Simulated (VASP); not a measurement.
Runs of VASP 6.6.1 on MgO. The structure is that of space group Fm-3m (No. 225), or close to it. The cells are those of the table. 

```tsv
cell	gap on the mesh (eV)	pressure (GPa)
a = 2.995, b = 2.995, c = 2.973 Å, angles 60.2, 60.2, 59.5°, 2 atoms	5.53	-1.8
a = 3.063, b = 3.063, c = 2.973 Å, angles 61.0, 61.0, 58.1°, 2 atoms	5.04	-7.2
a = 3.052, b = 3.052, c = 2.973 Å, angles 60.9, 60.9, 58.3°, 2 atoms	5.12	(c)
a = 2.929, b = 2.929, c = 2.973 Å, angles 59.5, 59.5, 61.0°, 2 atoms	(a)	(b)
```

Alike in all rows: task single point; level r2SCAN; potentials or basis VASP PAW PBE potentials, release 64 (Mg_sv, O); no spin polarisation; k mesh 10 × 10 × 10; cutoff (eV) 920; smearing gaussian 0.05 eV.

Question: Fill in the values left out.

Answer: (a) 5.99; (b) 6.3; (c) -6.4.

Caveats: the PAW data sets were made with another functional, which shifts forces and pressure a little; the stress differs along the axes, from -13 to -4 GPa (at least some runs); the stress differs along the axes, from -11 to -4 GPa (at least some runs); the stress differs along the axes, from 3 to 12 GPa (at least some runs).

